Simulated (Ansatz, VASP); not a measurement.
## One calculation of BiMo, two programs

```
Mo Bi
1.0
     4.60065    0.00000    0.00000
    -2.30032    3.98428    0.00000
     0.00000    0.00000    5.13979
Mo Bi
2 2
Direct
  0.00000 0.00000 0.00000
  0.00000 0.00000 0.50000
  0.33333 0.66667 0.25000
  0.66667 0.33333 0.75000
```

Alike in both runs: task single point; functional r2SCAN; k mesh 10 × 10 × 6; occupations gaussian, width 0.05 eV; no spin polarisation.

|  | VASP | Ansatz |
| --- | --- | --- |
| version | VASP 6.6.1 | Ansatz 0.2.0 |
| potentials or method | VASP PAW PBE potentials, release 64 (Mo_sv, Bi_d), cutoff 520 eV | scalar-relativistic, plane waves, PAW |
| valence electrons in the cell | 58 | 58 |

|  | VASP | Ansatz | Ansatz less VASP |
| --- | --- | --- | --- |
| gap on the k mesh at the Fermi level (eV) | none | none | - |
| pressure (GPa) | -1.6 | -1.9 | -0.28 |
| traceless stress, the component that is largest in VASP (GPa) | 0.10 | 0.05 | -0.049 |

VASP's potentials were made for PBE, not for r2SCAN. A gap of «none» marks a metal or a gap that the smearing closes.

Spin-orbit coupling is off throughout.
